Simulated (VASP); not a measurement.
# Si2Mo (I4/mmm) in VASP: a series of runs

Aim: see how the results for Si2Mo move with the level of theory and the settings. Levels: PBEsol, PBE+U. Tasks: single point.

All numbers are computed with VASP 6.6.1; they aren't measurements. Logs are shortened: lines on timing, memory, paths and dates and some standing lists are left out, and cuts for length are marked.

## (1) The cell of the first run

It takes space group I4/mmm (No. 139, tetragonal). Conventional cell: a = 3.263 Å, b = 3.263 Å, c = 8.015 Å, α = 90.00°, β = 90.00°, γ = 90.00°. Mo (site symmetry 4/mmm) has 10 Si at 2.67 Å and 4 Mo at 3.26 Å within 3.5 Å. Within 3.5 Å of Si (site symmetry 4mm) lie 9 Si at 2.66 to 3.26 Å and 5 Mo at 2.67 Å.

## (2) Single point, PBEsol, collinear spin (14.22 Å³/atom)

Input file INCAR:

```
SYSTEM = Si2Mo
  PREC = Accurate
  ENCUT = 520
  EDIFF = 1E-6
  ISMEAR = 0
  SIGMA = 0.15
  LREAL = .FALSE.
  LASPH = .TRUE.
  NELM = 150
  ALGO = Normal
  ISIF = 2
  LWAVE = .FALSE.
  LCHARG = .FALSE.
  ISPIN = 2
  MAGMOM = 1 0 0
  LORBIT = 11
  NUPDOWN = 1.0
  LMAXMIX = 4
  GGA = PS
  NBANDS = 22
```

Input file KPOINTS:

```
Automatic mesh
0
G
  12 12 12
  0 0 0
```

Input file POSCAR:

```
Si2Mo
1.0
   -1.6313805159      1.6313805159      4.0075881985
    1.6313805159     -1.6313805159      4.0075881985
    1.6313805159      1.6313805159     -4.0075881985
Mo Si
1 2
Direct
    0.0000000000      0.0000000000      0.0000000000
    0.6670000000      0.6670000000      0.0000000000
    0.3330000000      0.3330000000      0.0000000000
```

Potentials or basis: VASP PAW PBE potentials, release 64 (Mo_sv, Si).

Run with:

```console
> cat potpaw_PBE.64/Mo_sv/POTCAR potpaw_PBE.64/Si/POTCAR > POTCAR
> mpirun -np 1 vasp_std > vasp.out
```

OUTCAR:

```text
SYSTEM = Si2Mo
   PREC = Accurate
   ENCUT = 520
   EDIFF = 1E-6
   ISMEAR = 0
   LREAL = .FALSE.
   LASPH = .TRUE.
   NELM = 150
   ISIF = 2
   ISPIN = 2
   LORBIT = 11
   NUPDOWN = 1.0
   GGA = PS

 ion  position               nearest neighbor table
   1  0.000  0.000  0.000-   3 2.67   2 2.67   2 2.67   2 2.67   2 2.67   3 2.67   3 2.67   3 2.67
                             2 2.67   3 2.67
   2  0.667  0.667  0.000-   3 2.66   3 2.66   3 2.66   3 2.66   1 2.67   1 2.67   1 2.67   1 2.67
                             1 2.67   3 2.68
   3  0.333  0.333  0.000-   2 2.66   2 2.66   2 2.66   2 2.66   1 2.67   1 2.67   1 2.67   1 2.67
                             1 2.67   2 2.68

  LATTYP: Found a body centered tetragonal cell.
 ALAT       =     3.2627610318
 C/A-ratio  =     2.4565624999

  Lattice vectors:

 A1 = (  -1.6313805159,   1.6313805159,   4.0075881985)
 A2 = (   1.6313805159,  -1.6313805159,   4.0075881985)
 A3 = (   1.6313805159,   1.6313805159,  -4.0075881985)

Analysis of symmetry for initial positions (statically):
=====================================================================
 Subroutine PRICEL returns:
 Original cell was already a primitive cell.

 Routine SETGRP: Setting up the symmetry group for a
 body centered tetragonal supercell.

 Subroutine GETGRP returns: Found 16 space group operations
 (whereof 16 operations were pure point group operations)
 out of a pool of 16 trial point group operations.

The static configuration has the point symmetry D_4h.

Analysis of symmetry for dynamics (positions and initial velocities):
=====================================================================
 Subroutine PRICEL returns:
 Original cell was already a primitive cell.

 Routine SETGRP: Setting up the symmetry group for a
 body centered tetragonal supercell.

 Subroutine GETGRP returns: Found 16 space group operations
 (whereof 16 operations were pure point group operations)
 out of a pool of 16 trial point group operations.

The dynamic configuration has the point symmetry D_4h.

Analysis of structural, dynamic, and magnetic symmetry:
=====================================================================
 Subroutine PRICEL returns:
 Original cell was already a primitive cell.

 Routine SETGRP: Setting up the symmetry group for a
 body centered tetragonal supercell.

 Subroutine GETGRP returns: Found 16 space group operations
 (whereof 16 operations were pure point group operations)
 out of a pool of 16 trial point group operations.

The overall configuration has the point symmetry D_4h.

 Subroutine INISYM returns: Found 16 space group operations
 (whereof 16 operations are pure point group operations),
 and found     1 'primitive' translations

----------------------------------------------------------------------------------------

                                     Primitive cell

  volume of cell :      42.6632

  direct lattice vectors                    reciprocal lattice vectors
    -1.631380516  1.631380516  4.007588198     0.000000000  0.306488888  0.124763318
     1.631380516 -1.631380516  4.007588198     0.306488888  0.000000000  0.124763318
     1.631380516  1.631380516 -4.007588198     0.306488888  0.306488888  0.000000000

  length of vectors
     4.624237012  4.624237012  4.624237012     0.330909842  0.330909842  0.433440742

  position of ions in fractional coordinates (direct lattice)
     0.000000000  0.000000000  0.000000000
     0.667000000  0.667000000  0.000000000
     0.333000000  0.333000000  0.000000000

  ion indices of the primitive-cell ions
   primitive index   ion index
                 1           1
                 2           2
                 3           3

----------------------------------------------------------------------------------------

 KPOINTS: Automatic mesh

Automatic generation of k-mesh.
 Grid dimensions read from file:
 generate k-points for:   12   12   12

 Generating k-lattice:

  Cartesian coordinates                     Fractional coordinates (reciprocal lattice)
[... 58 lines left out ...]
      4     -23.7855      1.00000
      5       1.0697      1.00000
      6       3.5124      1.00000
[... 14 lines left out ...]
     21      23.5660      0.00000
     22      24.7716      0.00000

 [... further k-points ...]

 spin component 2

 k-point     1 :       0.0000    0.0000    0.0000
  band No.  band energies     occupation
      1     -49.2350      1.00000
      2     -23.4042      1.00000
      3     -23.2803      1.00000
      4     -23.2803      1.00000
      5      -1.5716      1.00000
      6       5.4408      1.00000
[... 14 lines left out ...]
     21      24.7191      0.00000
     22      25.7774      0.00000

 k-point     2 :       0.0833   -0.0000    0.0000
  band No.  band energies     occupation
      1     -49.2341      1.00000
      2     -23.4032      1.00000
      3     -23.2943      1.00000
      4     -23.2790      1.00000
      5      -1.4520      1.00000
      6       5.4281      1.00000
[... 14 lines left out ...]
     21      24.0371      0.00000
     22      25.1392      0.00000

 k-point     3 :       0.1667   -0.0000    0.0000
  band No.  band energies     occupation
      1     -49.2316      1.00000
      2     -23.4003      1.00000
      3     -23.3324      1.00000
      4     -23.2755      1.00000
      5      -1.0991      1.00000
      6       5.3285      1.00000
[... 14 lines left out ...]
     21      23.1041      0.00000
     22      24.7583      0.00000
[... 476 lines left out ...]
 k-point    23 :       0.5000    0.1667    0.0000
  band No.  band energies     occupation
      1     -49.2177      1.00000
      2     -23.4783      1.00000
      3     -23.3827      1.00000
      4     -23.3102      1.00000
      5       2.1704      1.00000
      6       2.7116      1.00000
[... 14 lines left out ...]
     21      22.9386      0.00000
     22      25.3674      0.00000

 k-point    24 :      -0.4167    0.1667   -0.0000
  band No.  band energies     occupation
      1     -49.2186      1.00000
      2     -23.4649      1.00000
      3     -23.3830      1.00000
      4     -23.3116      1.00000
      5       1.2392      1.00000
      6       3.7136      1.00000
[... 14 lines left out ...]
     21      23.7779      0.00000
     22      24.9601      0.00000

 [... further k-points ...]

------------------------ aborting loop because EDIFF is reached ----------------------------------------

  FORCE on cell =-STRESS in cart. coord.  units (eV):
  Direction    XX          YY          ZZ          XY          YZ          ZX
  --------------------------------------------------------------------------------------
  -------------------------------------------------------------------------------------
  Total       -2.6347382     -2.6347382     -1.5434830      0.0000000     -0.0000000     -0.0000000
  in kB      -98.9451311    -98.9451311    -57.9640612      0.0000000     -0.0000000     -0.0000000
  external PRESSURE =     -85.2847744 kB  Pullay stress =       0.0000000 kB

 VOLUME and BASIS-vectors are now :
 -----------------------------------------------------------------------------
  energy-cutoff  :      520.00
  volume of cell :       42.66
      direct lattice vectors                 reciprocal lattice vectors
    -1.631380516  1.631380516  4.007588198     0.000000000  0.306488888  0.124763318
     1.631380516 -1.631380516  4.007588198     0.306488888  0.000000000  0.124763318
     1.631380516  1.631380516 -4.007588198     0.306488888  0.306488888  0.000000000

 POSITION                                       TOTAL-FORCE (eV/Angst)
 -----------------------------------------------------------------------------------
      0.00000      0.00000      0.00000         0.000000      0.000000     -0.000000
      0.00000      0.00000      5.34612         0.000000      0.000000     -0.016433
      0.00000      0.00000      2.66905        -0.000000     -0.000000      0.016433
 -----------------------------------------------------------------------------------
    total drift:                                0.000000      0.000000     -0.000000

  FREE ENERGIE OF THE ION-ELECTRON SYSTEM (eV)
  ---------------------------------------------------
  free  energy   TOTEN  =       -24.3144586461 eV

  energy  without entropy=      -24.2993424630  energy(sigma->0) =      -24.30690055

 total charge

# of ion       s       p       d       tot
------------------------------------------
    1        2.273   6.184   4.060  12.517
    2        0.754   0.841   0.000   1.596
    3        0.754   0.841   0.000   1.596
--------------------------------------------------
tot          3.782   7.867   4.060  15.709

 magnetization (x)

# of ion       s       p       d       tot
------------------------------------------
    1        0.004   0.009   0.672   0.685
    2        0.015   0.032   0.000   0.047
    3        0.015   0.032   0.000   0.047
--------------------------------------------------
tot          0.035   0.073   0.672   0.780
```

Wall time 4.1 min (1 thread of Intel Xeon Platinum 8375C at 2.90GHz (Ice Lake), shared host); peak memory 0.4 GiB.

Results:

- Free energy: -24.3145 eV
- Pressure: -8.5 GPa
- Largest force: 0.016 eV/Å
- Net moment: 1.00 μB per cell
- Site moments: Mo +0.69; Si +0.05 μB
- Valence electrons inside the program's atomic spheres: Mo 12.52; Si 1.60

Forces on the atoms (eV/Å):
```
Mo   0.000  0.000  0.000
Si   0.000  0.000 -0.016
Si   0.000  0.000  0.016
```

Caveat: the cell stands under tension; the PAW data sets were made with another functional, which shifts forces and pressure a little; the total moment is fixed, so each spin has its own Fermi level.

## (3) Single point, PBE+U

This run uses another cell than the first one, of 13.42 Å³/atom.

Input file INCAR:

```
SYSTEM = Si2Mo
ALGO     = Normal         ! electronic algorithm
EDIFF    = 1E-6           ! SCF threshold, eV
ENCUT    = 520            ! plane-wave cutoff, eV
GGA      = PE             ! functional
ISIF     = 2              ! what is computed and relaxed
ISMEAR   = -1             ! smearing method
LASPH    = .True.         ! aspherical terms in the spheres
LCHARG   = .False.        ! write CHGCAR
LDAU     = .True.         ! DFT+U
LDAUJ    = 0 0          
LDAUL    = 2 -1           ! shell
LDAUPRINT= 1            
LDAUTYPE = 2            
LDAUU    = 3 0            ! U, eV
LMAXMIX  = 4              ! l up to which the mixer works
LREAL    = .False.        ! projectors in reciprocal space
LWAVE    = .False.        ! write WAVECAR
NBANDS   = 18             ! bands
NELM     = 150            ! most SCF steps
PREC     = Accurate       ! precision mode
SIGMA    = 0.05           ! smearing width, eV
```

Input file KPOINTS:

```
k-points
0
Gamma
  12 12 12
  0 0 0
```

Input file POSCAR:

```
Si2Mo
1.0
   -1.6000000000      1.6000000000      3.9305000000
    1.6000000000     -1.6000000000      3.9305000000
    1.6000000000      1.6000000000     -3.9305000000
Mo Si
1 2
Direct
    0.0000000000      0.0000000000      0.0000000000
    0.6670000000      0.6670000000      0.0000000000
    0.3330000000      0.3330000000      0.0000000000
```

Potentials or basis: VASP PAW PBE potentials, release 64 (Mo_sv, Si).

Run with:

```console
> cat potpaw_PBE.64/Mo_sv/POTCAR potpaw_PBE.64/Si/POTCAR > POTCAR
> mpirun -np 1 vasp_std > vasp.out
```

It took 60 s on 1 thread of Intel Xeon 6975P-C (Granite Rapids), shared host; peak memory 0.27 GiB.

The run converged. Its results:

| Property | Result |
| --- | --- |
| Free energy | -19.6700 eV |
| Pressure | 4.2 GPa |
| Largest force | 0.379 eV/Å |
| Band gap on the k mesh | zero (bands 11 and 12 overlap by 0.96 eV) |

Forces in eV/Å, atoms in the order of the input:
```
Mo   0.000  0.000  0.000
Si   0.000  0.000 -0.379
Si   0.000  0.000  0.379
```

Stress tensor (GPa, compression positive):
```
4.65 0.00 0.00
0.00 4.65 0.00
0.00 0.00 3.21
```

Levels at points of the mesh, in eV from the Fermi level:
| k point | band 9 | band 10 | band 11 | band 12 | band 13 | band 14 |
| --- | --- | --- | --- | --- | --- | --- |
| (0.00, 0.00, 0.00) | -2.69 | -2.69 | 0.30 | 3.04 | 3.08 | 3.60 |
| (0.50, 0.00, 0.00) | -2.58 | -2.48 | -0.57 | 2.60 | 3.00 | 4.06 |
| (0.50, 0.50, 0.00) | -4.47 | -3.11 | -1.19 | 2.77 | 2.89 | 2.97 |
| (0.50, 0.50, 0.50) | -0.64 | -0.64 | -0.55 | -0.55 | 0.44 | 4.59 |

Eigenvalues of the final occupation matrices:
```
    site  spin  trace               eigenvalues
site 1 d     1   2.09  0.30 0.36 0.47 0.47 0.49
site 1 d     2   2.09  0.30 0.36 0.47 0.47 0.49
```

Caveat: the cell stands under pressure; U without spin polarisation on a metal has little footing; the U is typed as a test and isn't derived for this compound.

## (4) Single point, PBE+U

This run uses another cell than the first one, of 13.42 Å³/atom.

Input file INCAR:

```
SYSTEM = Si2Mo
PREC = Accurate
ENCUT = 520
EDIFF = 1E-7
ISMEAR = -1
SIGMA = 0.05
LREAL = .False.
LASPH = .True.
NELM = 150
ALGO = Normal
ISIF = 2
LWAVE = .False.
LCHARG = .False.
LMAXMIX = 4
LDAU = .True.
LDAUTYPE = 2
LDAUL = 2 -1
LDAUU = 5 0
LDAUJ = 0 0
LDAUPRINT = 1
GGA = PE
NBANDS = 18
```

Input file KPOINTS:

```
Automatic mesh
0
Gamma
  12 12 12
  0 0 0
```

POSCAR is that of step 3.

Run with:

```console
> cat potpaw_PBE.64/Mo_sv/POTCAR potpaw_PBE.64/Si/POTCAR > POTCAR
> mpirun -np 1 vasp_std > vasp.out
```

Wall time 73 s (1 thread of Intel Xeon 6975P-C (Granite Rapids), shared host); peak memory 0.27 GiB.

The run converged. Its results:

```
Free energy            : -17.3104 eV
Pressure               : 5.5 GPa
Largest force          : 0.462 eV/Å
Band gap on the k mesh : zero (bands 11 and 12 overlap by 0.84 eV)
```

Forces in eV/Å, atoms in the order of the input:
```
Mo   0.000  0.000  0.000
Si   0.000  0.000 -0.462
Si   0.000  0.000  0.462
```

Stress tensor (GPa, compression positive):
```
6.03 0.00 0.00
0.00 6.03 0.00
0.00 0.00 4.59
```

Levels at points of the mesh, in eV from the Fermi level:
```csv
k point,band 7,band 8,band 9,band 10,band 11,band 12,band 13,band 14,band 15,band 16
"(0.00, 0.00, 0.00)",-3.49,-2.70,-2.70,-2.38,0.20,3.05,3.10,3.60,3.60,4.43
"(0.50, 0.00, 0.00)",-4.82,-4.50,-2.65,-2.32,-0.60,2.92,3.01,4.13,4.23,5.44
"(0.50, 0.50, 0.00)",-5.73,-5.28,-4.42,-3.12,-1.20,2.98,3.08,3.18,3.20,4.75
"(0.50, 0.50, 0.50)",-2.94,-1.97,-0.66,-0.66,-0.54,-0.54,0.33,4.60,5.24,6.10
```

Eigenvalues of the final occupation matrices:
```tsv
site	spin	trace	eigenvalues
site 1 d	1	2.08	0.27 0.34 0.48 0.48 0.51
site 1 d	2	2.08	0.27 0.34 0.48 0.48 0.51
```

Caveat: the cell stands under pressure; U without spin polarisation on a metal has little footing; the U is typed as a test and isn't derived for this compound.

## (5) Single point, PBE+U

This run uses another cell than the first one, of 13.42 Å³/atom.

Input file INCAR:

```
PREC     = Accurate       # precision mode
ENCUT    = 520            # plane-wave cutoff, eV
EDIFF    = 1E-6           # SCF threshold, eV
ISMEAR   = -1             # smearing method
SIGMA    = 0.05           # smearing width, eV
LREAL    = False          # projectors in reciprocal space
LASPH    = True           # aspherical terms in the spheres
NELM     = 150            # most SCF steps
ALGO     = Normal         # electronic algorithm
ISIF     = 2              # what is computed and relaxed
LWAVE    = False          # write WAVECAR
LCHARG   = False          # write CHGCAR
LMAXMIX  = 4              # l up to which the mixer works
LDAU     = True           # DFT+U
LDAUTYPE = 2            
LDAUL    = 2 -1           # shell
LDAUU    = 6 0            # U, eV
LDAUJ    = 0 0          
LDAUPRINT= 1            
GGA      = PE             # functional
NBANDS   = 18             # bands
```

Input file KPOINTS:

```
regular mesh
0
Gamma
  12 12 12
```

POSCAR is that of step 4.

Run with:

```console
> cat potpaw_PBE.64/Mo_sv/POTCAR potpaw_PBE.64/Si/POTCAR > POTCAR
> mpirun -np 1 vasp_std > vasp.out
```

Run time: 65 s. Hardware: 1 thread of Intel Xeon 6975P-C (Granite Rapids), shared host; peak memory 0.28 GiB.

It converged, with:

| Item | Value |
| --- | --- |
| Free energy | -16.1419 eV |
| Pressure | 6.3 GPa |
| Largest force | 0.502 eV/Å |
| Band gap on the k mesh | zero (bands 11 and 12 overlap by 0.76 eV) |

Forces on the atoms (eV/Å):
```
Mo   0.000  0.000  0.000
Si   0.000  0.000 -0.502
Si   0.000  0.000  0.502
```

Stress tensor (GPa, compression positive):
```
6.75 0.00 0.00
0.00 6.75 0.00
0.00 0.00 5.47
```

Levels at points of the mesh, in eV from the Fermi level:
```csv
k point,band 8,band 9,band 10,band 11,band 12,band 13,band 14,band 15
"(0.00, 0.00, 0.00)",-2.68,-2.68,-2.18,0.15,3.07,3.12,3.62,3.62
"(0.50, 0.00, 0.00)",-4.48,-2.67,-2.22,-0.60,3.04,3.12,4.19,4.25
"(0.50, 0.50, 0.00)",-5.26,-4.38,-3.11,-1.18,3.00,3.18,3.21,3.47
"(0.50, 0.50, 0.50)",-1.86,-0.66,-0.66,-0.52,-0.52,0.28,4.62,5.29
```

Eigenvalues of the final occupation matrices:
| site | spin | trace | eigenvalues |
| --- | --- | --- | --- |
| site 1 d | 1 | 2.07 | 0.26 0.33 0.48 0.48 0.51 |
| site 1 d | 2 | 2.07 | 0.26 0.33 0.48 0.48 0.51 |

Caveat: the cell stands under pressure; U without spin polarisation on a metal has little footing; the U is typed as a test and isn't derived for this compound.

## (6) The runs side by side

| level | spin | U | fixed moment (μB) | cell | smearing | gap on the mesh (eV) | pressure (GPa) | largest force (eV/Å) |
| --- | --- | --- | --- | --- | --- | --- | --- | --- |
| PBEsol | collinear | - | 1.0 | a = 4.624 Å, angles 138.7, 138.7, 59.9°, 3 atoms | gaussian 0.15 eV | - | -8.5 | 0.02 |
| PBE+U | off | Mo d U = 3.0 eV | - | a = 4.535 Å, angles 138.7, 138.7, 59.9°, 3 atoms | fermi-dirac 0.05 eV | none | 4.2 | 0.38 |
| PBE+U | off | Mo d U = 5.0 eV | - | a = 4.535 Å, angles 138.7, 138.7, 59.9°, 3 atoms | fermi-dirac 0.05 eV | none | 5.5 | 0.46 |
| PBE+U | off | Mo d U = 6.0 eV | - | a = 4.535 Å, angles 138.7, 138.7, 59.9°, 3 atoms | fermi-dirac 0.05 eV | none | 6.3 | 0.50 |

Alike in all rows: task single point; potentials or basis VASP PAW PBE potentials, release 64 (Mo_sv, Si); k mesh 12 × 12 × 12; cutoff (eV) 520.

Caveats: the cell stands under pressure (at least some runs); U without spin polarisation on a metal has little footing (at least some runs); the U is typed as a test and isn't derived for this compound (at least some runs); the cell stands under tension (at least some runs); the PAW data sets were made with another functional, which shifts forces and pressure a little (at least some runs); the total moment is fixed, so each spin has its own Fermi level (at least some runs).

Total energies depend on the potentials used, so only differences within one code and one set of settings carry meaning.
